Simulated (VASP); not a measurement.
Runs of VASP 6.6.1 on ZnBi3. The structure is that of space group I4/mmm (No. 139), or close to it. The cells are those of the table. 

| cell | further INCAR settings | gap on the mesh (eV) | pressure (GPa) |
| --- | --- | --- | --- |
| a = 5.714 Å, angles 128.4, 128.4, 76.0°, 4 atoms | ALGO = Fast; EDIFF = 1e-07; NBANDS = 36 | none | (a) |
| a = 5.868 Å, angles 128.4, 128.4, 76.0°, 4 atoms | ALGO = Fast; EDIFF = 1e-06; NBANDS = 36 | none | -1.7 |
| a = 5.792 Å, angles 128.4, 128.4, 76.0°, 4 atoms | ALGO = Fast; EDIFF = 1e-07; NBANDS = 36 | none | (b) |
| a = 5.830 Å, angles 128.4, 128.4, 76.0°, 4 atoms | ALGO = Fast; EDIFF = 1e-06; NBANDS = 36 | none | -0.9 |
| a = 5.906 Å, angles 128.4, 128.4, 76.0°, 4 atoms | ALGO = Fast; EDIFF = 1e-07; NBANDS = 36 | none | -2.4 |
| a = 5.674 Å, angles 128.4, 128.4, 76.0°, 4 atoms | ALGO = Fast; EDIFF = 1e-06; NBANDS = 36 | none | 3.6 |
| a = 5.753 Å, angles 128.4, 128.4, 76.0°, 4 atoms | ALGO = Fast; EDIFF = 1e-06; NBANDS = 36 | none | 1.1 |

Alike in all rows: task single point; level PBE; potentials or basis VASP PAW PBE potentials, release 64 (Bi_d, Zn); no spin polarisation; k mesh 8 × 8 × 8; cutoff (eV) 520; smearing fermi-dirac 0.05 eV.

Estimate the missing entries.

(a) 2.3; (b) 0.1.

Caveats: spin-orbit coupling is left out, which moves the levels of the heavy elements.

A k mesh can miss the band edges, and the runs leave out spin-orbit coupling on Bi.

A gap of «none» marks levels without a gap at the run's occupations.
